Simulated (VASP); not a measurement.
KNaICl, 4 atoms in the cell. The structure is orthorhombic, space group Pmmm (No. 47). The conventional cell has a = 4.398 Å, b = 4.623 Å, c = 6.819 Å, α = 90.00°, β = 90.00°, γ = 90.00°. Within 4.2 Å of K (site symmetry mmm) lie 4 Cl at 3.19 Å and 2 I at 3.41 Å. Within 4.2 Å of Na (site symmetry mmm) lie 4 I at 3.19 Å and 2 Cl at 3.41 Å. Within 4.2 Å of I (site symmetry mmm) lie 4 Na at 3.19 Å and 2 K at 3.41 Å. Cl (site symmetry mmm) has 4 K at 3.19 Å and 2 Na at 3.41 Å within 4.2 Å.  This cell differs from its parent crystal: strain +0.0250 x Voigt [1, -1, 0, 0, 0, 0].

| Property | Result |
| --- | --- |
| Program | VASP 6.6.1 |
| Task | single point |
| Functional | LDA |
| Potentials or basis | VASP PAW LDA potentials, release 64 (K_sv, Na_pv, I, Cl) |
| Cutoff | 520 eV |
| k mesh | 6 × 6 × 4 |
| Occupations | gaussian, width 0.05 eV |
| Spin | no spin polarisation |
| Dipole correction | no |
| Further INCAR settings | ALGO = Normal; EDIFF = 1e-06; NBANDS = 23 |

Potentials or basis: VASP PAW LDA potentials, release 64 (K_sv, Na_pv, I, Cl).

Launch:

```bash
$ cat potpaw_LDA.64/K_sv/POTCAR potpaw_LDA.64/Na_pv/POTCAR potpaw_LDA.64/I/POTCAR potpaw_LDA.64/Cl/POTCAR > POTCAR
$ mpirun -np 1 vasp_std > vasp.out
```

Hardware: 1 thread of Oxide Virtual Turin-like Processor, with other jobs on the host.

How long does it take, and how much memory?

It took 2.8 min on 1 thread of Oxide Virtual Turin-like Processor, on a shared host, peak memory 0.29 GiB. Counts: scf iterations 14, k points 48.
